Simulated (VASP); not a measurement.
Input of a VASP 6.6.1 run:

File INCAR:

```
ALGO = Normal ; EDIFF = 1E-7
ENCUT = 520 ; GGA = RE
ISIF = 2 ; ISMEAR = -1
LASPH = True ; LCHARG = False
LREAL = False ; LWAVE = False
NBANDS = 8 ; NELM = 100
PREC = Accurate ; SIGMA = 0.05
```

Contents of KPOINTS:

```
k-points
0
Gamma
  11 11 11
```

POSCAR

```
H
1.0
   -2.1670049762      2.1670049762      2.6272641511
    2.1670049762     -2.1670049762      2.6272641511
    2.1670049762      2.1670049762     -2.6272641511
H
2
Direct
    0.0711327735      0.0711327735      0.0000000000
    0.9288672265      0.9288672265      0.0000000000
```

Potentials or basis: VASP PAW PBE potentials, release 64 (H).

The run is started by

```console
$ cat potpaw_PBE.64/H/POTCAR > POTCAR
$ mpirun -np 1 vasp_std > vasp.out
```

**Question.** What does it give for the largest force?

**Answer.** 0.010 eV/Å.

**Question.** What does it give for the band gap on the k mesh?

**Answer.** 9.80 eV, indirect (least direct gap 9.98 eV).

**Question.** Estimate the pressure.

**Answer.** -0.1 GPa.

Forces in eV/Å, atoms in the order of the input:
```
H    0.000  0.000 -0.010
H    0.000  0.000  0.010
```

Caveat: the PAW data sets were made with another functional, which shifts forces and pressure a little. As with any semilocal functional, this revPBE gap is likely too small.
